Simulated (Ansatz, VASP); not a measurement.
**One calculation of Mo, two programs**

```
CELL_PARAMETERS angstrom
2.74579 0.00000 0.00000
-1.37290 2.37793 0.00000
0.00000 0.00000 2.48067
ATOMIC_POSITIONS crystal
Mo 0.00000 0.00000 0.50000
```

Alike in both runs: functional PBEsol; k mesh 11 × 11 × 11; no spin polarisation.

Ansatz relaxed the structure, and its values are those at the end. VASP's run is a single point on that final structure, the one shown.

|  | VASP | Ansatz |
| --- | --- | --- |
| version | VASP 6.6.1 | Ansatz 0.2.0 |
| potentials or method | VASP PAW PBE potentials, release 64 (Mo_sv), cutoff 520 eV | plane waves, PAW |
| occupations | methfessel-paxton of order 1, width 0.1 eV | cold, width 0.1 eV |
| valence electrons in the cell | 14 | 14 |

|  | VASP | Ansatz | Ansatz less VASP |
| --- | --- | --- | --- |
| pressure (GPa) | 0.7 | 0.0 | -0.69 |

VASP's potentials were made for PBE, not for PBEsol.
